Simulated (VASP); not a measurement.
A run of VASP 6.6.1 is set up as follows.

The input INCAR:

```
PREC = Accurate
ENCUT = 400
EDIFF = 1E-6
ISMEAR = -1
SIGMA = 0.01
LREAL = Auto
LASPH = True
NELM = 120
ALGO = Normal
ISIF = 2
LWAVE = False
LCHARG = False
GGA = PE
NBANDS = 263
NELECT = 460.0
GGA_COMPAT = False
```

File KPOINTS:

```
regular mesh
0
Gamma
  1 1 1
```

POSCAR

```
Mo18S35
1.0
    9.3669868000      0.0000000800      0.0000000000
   -4.6834934700      8.1120484800      0.0000000000
    0.0000000000      0.0000000000     12.0827026900
Mo S
18 35
Direct
    0.2268325399      0.1208822882      0.2486641505
    0.1112562881      0.2228877201      0.7493734831
    0.1973899298      0.4323915214      0.2541346981
    0.1112457583      0.5556464563      0.7493790282
    0.2268077937      0.7733273534      0.2486686197
    0.1108304636      0.8890475703      0.7501616346
    0.5503179611      0.1088939444      0.2504852662
    0.4442686300      0.2228864841      0.7493693449
    0.5676930981      0.4324312118      0.2542010739
    0.4441874016      0.5557444554      0.7489145626
    0.5678479005      0.8028828933      0.2543062656
    0.4442760842      0.8886734321      0.7493700071
    0.8913809661      0.1088575754      0.2504778176
    0.7775210631      0.2223990577      0.7489510610
    0.8912441680      0.4497669038      0.2504576234
    0.7770209554      0.5556392999      0.7493769591
    0.8793645441      0.7733377020      0.2486721785
    0.7770274458      0.8886656626      0.7493722417
    0.2217287249      0.1108318059      0.6206051073
    0.1085099107      0.2182009878      0.3833911269
    0.2223035683      0.1119674006      0.8780705172
    0.1090793719      0.2228014287      0.1175314031
    0.2226405773      0.4449721906      0.6194614890
    0.1083064800      0.5575697683      0.3833627392
    0.2231588123      0.4452252709      0.8783577874
    0.1089002296      0.5536160197      0.1175365344
    0.2217291233      0.7781573295      0.6206039487
    0.1109624626      0.8891279446      0.3734248964
    0.2223086854      0.7776078999      0.8780701861
    0.1109465727      0.8891074812      0.1232053820
    0.5549574005      0.1111332061      0.6204093730
    0.4424391274      0.2182130653      0.3834045345
    0.5553990572      0.1113531259      0.8776282320
    0.4465102430      0.2228660207      0.1175547422
    0.5549601482      0.4449642978      0.6194604131
    0.5546921144      0.4452150359      0.8783554700
    0.4443891432      0.5560714998      0.1781838927
    0.5549628329      0.7772931795      0.6194472538
    0.4424352558      0.8917986600      0.3834259701
    0.5546999052      0.7767730890      0.8783677189
    0.4464889916      0.8911831558      0.1175655842
    0.8888210147      0.1111349286      0.6204061452
    0.7777340188      0.2225277551      0.3778095114
    0.8885891688      0.1113553415      0.8776298873
    0.7777004012      0.2224912662      0.1226898516
    0.8888011979      0.4449614592      0.6204043245
    0.7820083386      0.5575880061      0.3833743260
    0.8885651659      0.4444994304      0.8776351841
    0.7774552310      0.5536437496      0.1175487005
    0.8890418798      0.7781474611      0.6206021279
    0.7822291892      0.8918198597      0.3834210043
    0.8879116002      0.7775907583      0.8780699378
    0.7776009925      0.8912018901      0.1175564802
```

Potentials or basis: VASP PAW PBE potentials, release 64 (Mo_sv, S).

Run with:

```bash
$ cat potpaw_PBE.64/Mo_sv/POTCAR potpaw_PBE.64/S/POTCAR > POTCAR
$ mpirun -np 1 vasp_gam > vasp.out
```

**Question.** Predict the largest force.

**Answer.** 3.000 eV/Å.

Forces on the atoms (eV/Å):
```
Mo  -0.001 -0.057  0.007
Mo   0.001  0.015  0.038
Mo   0.436  0.256  0.242
Mo   0.013 -0.008  0.038
Mo  -0.044  0.022  0.008
Mo   0.001  0.000  0.074
Mo   0.020  0.016  0.089
Mo  -0.001  0.015  0.038
Mo  -0.427  0.255  0.234
Mo   0.000  0.001  0.018
Mo   0.003 -0.492  0.226
Mo   0.012 -0.008  0.038
Mo  -0.018  0.017  0.089
Mo   0.000  0.000  0.021
Mo   0.003 -0.020  0.090
Mo  -0.011 -0.008  0.038
Mo   0.039  0.020  0.008
Mo  -0.012 -0.006  0.038
S    0.000 -0.012  0.047
S   -0.005 -0.047  0.013
S    0.000  0.022  0.027
S   -0.060  0.080  0.158
S    0.015  0.008  0.007
S   -0.037  0.023  0.012
S    0.027  0.015  0.029
S    0.049 -0.091  0.159
S   -0.010  0.007  0.046
S    0.002  0.006  0.038
S    0.019 -0.010  0.028
S    0.003  0.008 -0.046
S   -0.006 -0.005  0.032
S    0.009 -0.049  0.012
S    0.005  0.002  0.013
S    0.064  0.079  0.161
S   -0.015  0.009  0.007
S   -0.027  0.016  0.030
S    0.000 -0.009 -3.000
S    0.000 -0.018  0.008
S   -0.034  0.027  0.012
S    0.000 -0.031  0.028
S    0.110  0.009  0.167
S    0.006 -0.005  0.034
S   -0.007 -0.005  0.127
S   -0.003  0.001  0.014
S   -0.007 -0.005  0.024
S   -0.001  0.008  0.034
S    0.038  0.023  0.013
S    0.000 -0.003  0.013
S   -0.053 -0.094  0.163
S    0.011  0.008  0.047
S    0.032  0.023  0.014
S   -0.018 -0.009  0.028
S   -0.117  0.003  0.167
```

Caveat: the k points lie up to 0.77 Å⁻¹ apart; the cell carries a net charge on a neutralising background, which shifts energy and pressure.
